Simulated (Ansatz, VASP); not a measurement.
**One calculation of Rb, two programs**

Contents of INCAR:

```
PREC     = Accurate       # precision mode
ENCUT    = 520            # plane-wave cutoff, eV
EDIFF    = 1E-7           # SCF threshold, eV
ISMEAR   = 0              # smearing method
SIGMA    = 0.1            # smearing width, eV
LREAL    = F              # projectors in reciprocal space
LASPH    = T              # aspherical terms in the spheres
NELM     = 60             # most SCF steps
ALGO     = Normal         # electronic algorithm
ISIF     = 2              # what is computed and relaxed
LWAVE    = F              # write WAVECAR
LCHARG   = F              # write CHGCAR
GGA      = PS             # functional
NBANDS   = 10             # bands
```

Contents of KPOINTS:

```
regular mesh
0
Gamma
  10 10 10
```

The input POSCAR:

```
Rb
1.0
   -2.8679003600      2.8679003600      2.8679003600
    2.8679003600     -2.8679003600      2.8679003600
    2.8679003600      2.8679003600     -2.8679003600
Rb
1
Direct
    0.0000000000      0.0000000000      0.0000000000
```

Input for Ansatz:

```yaml
crystal:
  lattice:
    - [-2.86790036, 2.86790036, 2.86790036]
    - [2.86790036, -2.86790036, 2.86790036]
    - [2.86790036, 2.86790036, -2.86790036]
  atoms:
    - { symbol: Rb, position: [0.0, 0.0, 0.0] }
basis:
  ecutwfc: 420
kpoints:
  mp_grid: { grid: [10, 10, 10] }
hamiltonian:
  xc: pbesol
scf:
  occupations: { method: gaussian, width: 0.1 }
output:
  forces: true
  stress: true
  eigenvalues: true
```

Alike in both runs: task single point; functional PBEsol; k mesh 10 × 10 × 10; occupations gaussian, width 0.1 eV; no spin polarisation.

|  | VASP | Ansatz |
| --- | --- | --- |
| version | VASP 6.6.1 | Ansatz 0.2.0 |
| potentials or method | VASP PAW PBE potentials, release 64 (Rb_sv), cutoff 520 eV | scalar-relativistic, plane waves, PAW |
| valence electrons in the cell | 9 | 9 |

```csv
,VASP,Ansatz,Ansatz less VASP
gap on the k mesh at the Fermi level (eV),none,none,-
pressure (GPa),-0.2,-0.2,0.00
```

VASP's potentials were made for PBE, not for PBEsol. A gap of «none» marks a metal or a gap that the smearing closes.
